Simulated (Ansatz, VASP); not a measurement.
Two plane-wave programs on Ta4C3

```
Ta C
1.0
     4.54472    0.00000    0.00000
     0.00000    4.54472    0.00000
     0.00000    0.00000    4.54472
Ta C
4 3
Direct
  0.00000 0.50000 0.50000
  0.50000 0.00000 0.50000
  0.50000 0.50000 0.00000
  0.00000 0.00000 0.00000
  0.50000 0.00000 0.00000
  0.00000 0.50000 0.00000
  0.00000 0.00000 0.50000
```

Alike in both runs: task single point; functional PBEsol; k mesh 8 × 8 × 8; occupations gaussian, width 0.1 eV; no spin polarisation.

|  | VASP | Ansatz |
| --- | --- | --- |
| version | VASP 6.6.1 | Ansatz 0.2.0 |
| potentials or method | VASP PAW PBE potentials, release 64 (Ta_pv, C), cutoff 520 eV | scalar-relativistic, plane waves, PAW |
| valence electrons in the cell | 56 | 64 |

```csv
,VASP,Ansatz,Ansatz less VASP
gap on the k mesh at the Fermi level (eV),none,none,-
pressure (GPa),-23.9,-24.3,-0.44
```

VASP's potentials were made for PBE, not for PBEsol. A gap of «none» marks a metal or a gap that the smearing closes. With one functional, cell and mesh, what is left measures potentials, basis and numerics. VASP's potentials hold 56 valence electrons a cell and Ansatz's 64, so a difference there can come from the potentials and not from the codes.

Spin-orbit coupling is off throughout.
